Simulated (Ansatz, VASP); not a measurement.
InSb3: VASP beside Ansatz

```
CELL_PARAMETERS angstrom
4.58661 0.16550 0.16550
0.16550 4.58661 0.16550
0.16550 0.16550 4.58661
ATOMIC_POSITIONS crystal
In 0.00000 0.00000 0.00000
Sb 0.50000 0.00000 0.50000
Sb 0.00000 0.50000 0.50000
Sb 0.50000 0.50000 0.00000
```

Change from the starting cell: equal engineering shear yz, xz and xy +0.0700, equal normal strain along x, y and z -0.0300.

Alike in both runs: task single point; functional PBEsol; k mesh 8 × 8 × 8; occupations gaussian, width 0.15 eV; no spin polarisation.

|  | VASP | Ansatz |
| --- | --- | --- |
| version | VASP 6.6.1 | Ansatz 0.2.0 |
| potentials or method | VASP PAW PBE potentials, release 64 (In_d, Sb), cutoff 520 eV | scalar-relativistic, plane waves, PAW |
| valence electrons in the cell | 28 | 58 |

```csv
,VASP,Ansatz,Ansatz less VASP
gap on the k mesh at the Fermi level (eV),none,none,-
pressure (GPa),7.8,7.8,-0.07
"traceless stress, the component that is largest in VASP (GPa)",-2.20,-2.17,+0.027
```

VASP's potentials were made for PBE, not for PBEsol, and Ansatz warns of the same on its side. A gap of «none» marks a metal or a gap that the smearing closes. The functional is the same, so the differences come from potentials, cutoffs and numerics. VASP's potentials hold 28 valence electrons a cell and Ansatz's 58, so a difference there can come from the potentials and not from the codes.

Neither program's run includes spin-orbit coupling.
